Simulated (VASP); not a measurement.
# GaN (rock salt) (Fm-3m) in VASP: single point with PBEsol

Aim: the single point of GaN (rock salt) with PBEsol.

All numbers are computed with VASP 6.6.1; they aren't measurements. Logs are shortened: lines on timing, memory, paths and dates and some standing lists are left out, and cuts for length are marked.

## 1. The cell of the first run

It takes space group Fm-3m (No. 225, cubic). Conventional cell: a = 4.276 Å, b = 4.276 Å, c = 4.276 Å, α = 90.00°, β = 90.00°, γ = 90.00°. Ga (site symmetry m-3m) has 6 N at 2.14 Å within 2.8 Å. N (site symmetry m-3m) has 6 Ga at 2.14 Å within 2.8 Å.

## 2. Single point, PBEsol (volume scaled by 1.04)

The input, INCAR:

```
SYSTEM = GaN
ALGO     = Normal         ! electronic algorithm
EDIFF    = 1E-7           ! SCF threshold, eV
ENCUT    = 520            ! plane-wave cutoff, eV
GGA      = PS             ! functional
ISIF     = 2              ! what is computed and relaxed
ISMEAR   = 0              ! smearing method
LASPH    = .TRUE.         ! aspherical terms in the spheres
LCHARG   = .FALSE.        ! write CHGCAR
LREAL    = .FALSE.        ! projectors in reciprocal space
LWAVE    = .FALSE.        ! write WAVECAR
NBANDS   = 16             ! bands
NELM     = 100            ! most SCF steps
PREC     = Accurate       ! precision mode
SIGMA    = 0.03           ! smearing width, eV
```

The input, KPOINTS:

```
k-points
0
G
  12 12 12
  0 0 0
```

The input, POSCAR:

```
GaN
1.0
    0.0000000000      2.1377663421      2.1377663421
    2.1377663421      0.0000000000      2.1377663421
    2.1377663421      2.1377663421      0.0000000000
Ga N
1 1
Direct
    0.0000000000      0.0000000000      0.0000000000
    0.5000000000      0.5000000000      0.5000000000
```

Potentials or basis: VASP PAW PBE potentials, release 64 (Ga_d, N).

On the command line:

```
> cat potpaw_PBE.64/Ga_d/POTCAR potpaw_PBE.64/N/POTCAR > POTCAR
> mpirun -np 1 vasp_std > vasp.out
```

OUTCAR:

```text
SYSTEM = GaN
   EDIFF = 1E-7
   ENCUT = 520
   GGA = PS
   ISIF = 2
   ISMEAR = 0
   LASPH = .TRUE.
   LREAL = .FALSE.
   NELM = 100
   PREC = Accurate

 ion  position               nearest neighbor table
   1  0.000  0.000  0.000-   2 2.14   2 2.14   2 2.14   2 2.14   2 2.14   2 2.14
   2  0.500  0.500  0.500-   1 2.14   1 2.14   1 2.14   1 2.14   1 2.14   1 2.14

  LATTYP: Found a face centered cubic cell.
 ALAT       =     4.2755326842

  Lattice vectors:

 A1 = (   0.0000000000,   2.1377663421,   2.1377663421)
 A2 = (   2.1377663421,   0.0000000000,   2.1377663421)
 A3 = (   2.1377663421,   2.1377663421,   0.0000000000)

Analysis of symmetry for initial positions (statically):
=====================================================================
 Subroutine PRICEL returns:
 Original cell was already a primitive cell.

 Routine SETGRP: Setting up the symmetry group for a
 face centered cubic supercell.

 Subroutine GETGRP returns: Found 48 space group operations
 (whereof 48 operations were pure point group operations)
 out of a pool of 48 trial point group operations.

The static configuration has the point symmetry O_h .

Analysis of symmetry for dynamics (positions and initial velocities):
=====================================================================
 Subroutine PRICEL returns:
 Original cell was already a primitive cell.

 Routine SETGRP: Setting up the symmetry group for a
 face centered cubic supercell.

 Subroutine GETGRP returns: Found 48 space group operations
 (whereof 48 operations were pure point group operations)
 out of a pool of 48 trial point group operations.

The dynamic configuration has the point symmetry O_h .

 Subroutine INISYM returns: Found 48 space group operations
 (whereof 48 operations are pure point group operations),
 and found     1 'primitive' translations

----------------------------------------------------------------------------------------

                                     Primitive cell

  volume of cell :      19.5394

  direct lattice vectors                    reciprocal lattice vectors
     0.000000000  2.137766342  2.137766342    -0.233888985  0.233888985  0.233888985
     2.137766342  0.000000000  2.137766342     0.233888985 -0.233888985  0.233888985
     2.137766342  2.137766342  0.000000000     0.233888985  0.233888985 -0.233888985

  length of vectors
     3.023258154  3.023258154  3.023258154     0.405107605  0.405107605  0.405107605

  position of ions in fractional coordinates (direct lattice)
     0.000000000  0.000000000  0.000000000
     0.500000000  0.500000000  0.500000000

  ion indices of the primitive-cell ions
   primitive index   ion index
                 1           1
                 2           2

----------------------------------------------------------------------------------------

 KPOINTS: k-points

Automatic generation of k-mesh.
 Grid dimensions read from file:
 generate k-points for:   12   12   12

 Generating k-lattice:

  Cartesian coordinates                     Fractional coordinates (reciprocal lattice)
    -0.019490749  0.019490749  0.019490749     0.083333333  0.000000000  0.000000000
     0.019490749 -0.019490749  0.019490749     0.000000000  0.083333333  0.000000000
     0.019490749  0.019490749 -0.019490749     0.000000000  0.000000000  0.083333333

  Length of vectors
     0.033758967  0.033758967  0.033758967

  Shift w.r.t. Gamma in fractional coordinates (k-lattice)
     0.000000000  0.000000000  0.000000000

 Subroutine IBZKPT returns following result:
 ===========================================

 Found     72 irreducible k-points:

 Following reciprocal coordinates:
            Coordinates               Weight
  0.000000  0.000000  0.000000      1.000000
  0.083333  0.000000  0.000000      8.000000
  0.166667  0.000000  0.000000      8.000000
  0.250000  0.000000  0.000000      8.000000
  0.333333  0.000000  0.000000      8.000000
  0.416667  0.000000  0.000000      8.000000
[... 16 lines left out ...]
  0.500000  0.166667  0.000000     24.000000
 -0.416667  0.166667  0.000000     24.000000
 [... further k-points ...]
   k-points           NKPTS =     72   k-points in BZ     NKDIM =     72   number of bands    NBANDS=     16
   number of dos      NEDOS =    301   number of ions     NIONS =      2
   total plane-waves  NPLWV =  13824
   dimension x,y,z NGX =    24 NGY =   24 NGZ =   24
   dimension x,y,z NGXF=    48 NGYF=   48 NGZF=   48
   ions per type =               1   1
   NGX,Y,Z   is equivalent  to a cutoff of  13.20, 13.20, 13.20 a.u.
   NGXF,Y,Z  is equivalent  to a cutoff of  26.39, 26.39, 26.39 a.u.
 SYSTEM =  GaN
   PREC   = accura    normal or accurate (medium, high low for compatibility)
   ISTART =      0    job   : 0-new  1-cont  2-samecut
   ICHARG =      2    charge: 1-file 2-atom 10-const
   ISPIN  =      1    spin polarized calculation?
   LNONCOLLINEAR =      F non collinear calculations
   LSORBIT =      F    spin-orbit coupling
   LASPH  =      T    aspherical Exc in radial PAW
   ENCUT  =  520.0 eV  38.22 Ry    6.18 a.u.   5.62  5.62  5.62*2*pi/ulx,y,z
   NELM   =    100;   NELMIN=  2; NELMDL= -5     # of ELM steps
   EDIFF  = 0.1E-06   stopping-criterion for ELM
   LREAL  =      F    real-space projection
   EDIFFG = 0.1E-05   stopping-criterion for IOM
   NSW    =      0    number of steps for IOM
   IBRION =     -1    ionic relax: 0-MD 1-quasi-New 2-CG
   NFREE  =      0    steps in history (QN), initial steepest desc. (CG)
   ISIF   =      2    stress and relaxation
   ISYM   =      2    0-nonsym 1-usesym 2-fastsym
   POTIM  = 0.5000    time-step for ionic-motion
   TEBEG  =    0.0;   TEEND  =   0.0 temperature during run
   PSTRESS=    0.0 pullay stress
   NELECT =      18.0000    total number of electrons
   NUPDOWN=      -1.0000    fix difference up-down
   EMIN   =  10.00;   EMAX   =-10.00  energy-range for DOS
   EFERMI =   0.00;   METHOD = LEGACY
   ISMEAR =     0;   SIGMA  =   0.03  broadening in eV -4-tet -1-fermi 0-gaus
   EFERMI_NEDOS =   21; number of points for ismear=-14 and -15
   IALGO  =     38    algorithm
   IMIX   =      4    mixing-type and parameters
     AMIX     =   0.40;   BMIX     =  1.00
     AMIX_MAG =   1.60;   BMIX_MAG =  1.00
  volume/ion in A,a.u.               =       9.77        65.93
  Fermi-wavevector in a.u.,A,eV,Ry     =   1.592925  3.010192 34.523576  2.537411
  Thomas-Fermi vector in A             =   2.691235
   LORBIT       =      0    0 simple, 1 ext, 2 COOP (PROOUT), +10 PAW based schemes
   GGA     = PS    functional components
   LHFCALC =     F    Hartree Fock is set to
   AEXX    =    0.0000 exact exchange contribution
   IVDW    =     0    specifies the selected vdW correction
   LEPSILON=     F    determine dielectric tensor
   LRPA    =     F    only Hartree local field effects (RPA)
 non-spin polarized calculation
 Gauss-broadening in eV      SIGMA  =   0.03
  energy-cutoff  :      520.00
  volume of cell :       19.54
 maximum number of plane-waves:       544
   NGX = 11   NGY = 11   NGZ = 11

 number of electron      18.0000004 magnetization

 Free energy of the ion-electron system (eV)
  ---------------------------------------------------
  ext. energy  EPLUGINS =         0.00000000
  ---------------------------------------------------
  free energy    TOTEN  =       -12.24219965 eV

  energy without entropy =      -12.24219965  energy(sigma->0) =      -12.24219965

 E-fermi :   7.5302     XC(G=0): -13.0825

 val. band max:        7.3558945064   @ k =  -0.1667   0.1667   0.0000
 cond. band min:       7.6489546252   @ k =   0.5000   0.5000   0.0000
 fundamental gap:      0.2930601188
 Fermi energy:         7.5302363527

 k-point     1 :       0.0000    0.0000    0.0000
  band No.  band energies     occupation
      1      -9.6283      2.00000
      2      -6.5978      2.00000
      3      -6.5978      2.00000
      4      -6.5978      2.00000
      5      -6.5096      2.00000
      6      -6.5096      2.00000
[... 8 lines left out ...]
     15      22.5749      0.00000
     16      22.5749      0.00000

 k-point     2 :       0.0833    0.0000    0.0000
  band No.  band energies     occupation
      1      -9.4965      2.00000
      2      -6.6026      2.00000
      3      -6.5908      2.00000
      4      -6.5908      2.00000
      5      -6.5183      2.00000
      6      -6.5183      2.00000
[... 8 lines left out ...]
     15      22.7658      0.00000
     16      22.7658      0.00000

 k-point     3 :       0.1667    0.0000    0.0000
  band No.  band energies     occupation
      1      -9.1101      2.00000
      2      -6.6153      2.00000
      3      -6.5950      2.00000
      4      -6.5950      2.00000
      5      -6.5182      2.00000
      6      -6.5182      2.00000
[... 8 lines left out ...]
     15      23.5236      0.00000
     16      23.5236      0.00000

 k-point     4 :       0.2500    0.0000    0.0000
  band No.  band energies     occupation
      1      -8.5023      2.00000
      2      -6.6375      2.00000
      3      -6.6375      2.00000
      4      -6.6317      2.00000
      5      -6.4806      2.00000
      6      -6.4806      2.00000
[... 8 lines left out ...]
     15      24.7858      0.00000
     16      24.7858      0.00000
[... 324 lines left out ...]
 k-point    22 :       0.4167    0.1667    0.0000
  band No.  band energies     occupation
      1      -7.7298      2.00000
      2      -6.6878      2.00000
      3      -6.6168      2.00000
      4      -6.5500      2.00000
      5      -6.3854      2.00000
      6      -5.9317      2.00000
[... 8 lines left out ...]
     15      27.7217      0.00000
     16      30.0125      0.00000

 k-point    23 :       0.5000    0.1667    0.0000
  band No.  band energies     occupation
      1      -7.4916      2.00000
      2      -6.7043      2.00000
      3      -6.6575      2.00000
      4      -6.5298      2.00000
      5      -6.3780      2.00000
      6      -5.5176      2.00000
[... 8 lines left out ...]
     15      27.7071      0.00000
     16      30.1776      0.00000

 k-point    24 :      -0.4167    0.1667    0.0000
  band No.  band energies     occupation
      1      -7.4057      2.00000
      2      -6.7113      2.00000
      3      -6.6827      2.00000
      4      -6.5314      2.00000
      5      -6.3965      2.00000
      6      -5.4615      2.00000
[... 8 lines left out ...]
     15      27.3933      0.00000
     16      28.1995      0.00000

 [... further k-points ...]

------------------------ aborting loop because EDIFF is reached ----------------------------------------

  FORCE on cell =-STRESS in cart. coord.  units (eV):
  Direction    XX          YY          ZZ          XY          YZ          ZX
  --------------------------------------------------------------------------------------
  -------------------------------------------------------------------------------------
  Total       -0.9616015     -0.9616015     -0.9616015      0.0000000      0.0000000     -0.0000000
  in kB      -78.8487895    -78.8487895    -78.8487895      0.0000000      0.0000000     -0.0000000
  external PRESSURE =     -78.8487895 kB  Pullay stress =       0.0000000 kB

 VOLUME and BASIS-vectors are now :
 -----------------------------------------------------------------------------
  energy-cutoff  :      520.00
  volume of cell :       19.54
      direct lattice vectors                 reciprocal lattice vectors
     0.000000000  2.137766342  2.137766342    -0.233888985  0.233888985  0.233888985
     2.137766342  0.000000000  2.137766342     0.233888985 -0.233888985  0.233888985
     2.137766342  2.137766342  0.000000000     0.233888985  0.233888985 -0.233888985

 POSITION                                       TOTAL-FORCE (eV/Angst)
 -----------------------------------------------------------------------------------
      0.00000      0.00000      0.00000        -0.000000      0.000000     -0.000000
      2.13777      2.13777      2.13777         0.000000     -0.000000      0.000000
 -----------------------------------------------------------------------------------
    total drift:                                0.000000     -0.000000     -0.000000

  FREE ENERGIE OF THE ION-ELECTRON SYSTEM (eV)
  ---------------------------------------------------
  free  energy   TOTEN  =       -12.2421996503 eV

  energy  without entropy=      -12.2421996503  energy(sigma->0) =      -12.24219965
```

Wall time 16 s (1 thread of AMD EPYC 7R13 (Zen 3), shared host); peak memory 0.12 GiB.

What came out:

```
Free energy            : -12.2422 eV
Pressure               : -7.9 GPa
Band gap on the k mesh : 0.29 eV, indirect (least direct gap 2.33 eV)
```

Caveat: the PAW data sets were made with another functional, which shifts forces and pressure a little.
